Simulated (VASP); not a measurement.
The system is V.

```xyz
1
Lattice="-1.5130 1.5130 1.5130 1.5130 -1.5130 1.5130 1.5130 1.5130 -1.5130" Properties=species:S:1:pos:R:3 pbc="T T T"
V     0.0000    0.0000    0.0000
```

Base run:

| Quantity | Value |
| --- | --- |
| Program | VASP 6.6.1 |
| Functional | r2SCAN |
| Potentials or basis | VASP PAW PBE potentials, release 64 (V_sv) |
| Cutoff | 520 eV |
| k mesh | 12 × 12 × 12 |
| Occupations | fermi-dirac, width 0.1 eV |
| Spin | collinear spin, ferromagnetic start |
| Starting moments | [0.2] μB |

Its results: pressure -6.7 GPa.

Q: After a change of settings the same cell gave: pressure -2.2 GPa; site moments V +0.76 μB. Which change was it?
A. moments at the start from [0.2] to [0.36]; fixed moment from none to 0.36 μB
B. moments at the start from [0.2] to [1.08]; fixed moment from none to 1.08 μB
C. moments at the start from [0.2] to [0.18]; fixed moment from none to 0.18 μB
D. moments at the start from [0.2] to [0.9]; fixed moment from none to 0.9 μB

A: D.

Caveats: the PAW data sets were made with another functional, which shifts forces and pressure a little; the total moment is fixed, so each spin has its own Fermi level (some runs).
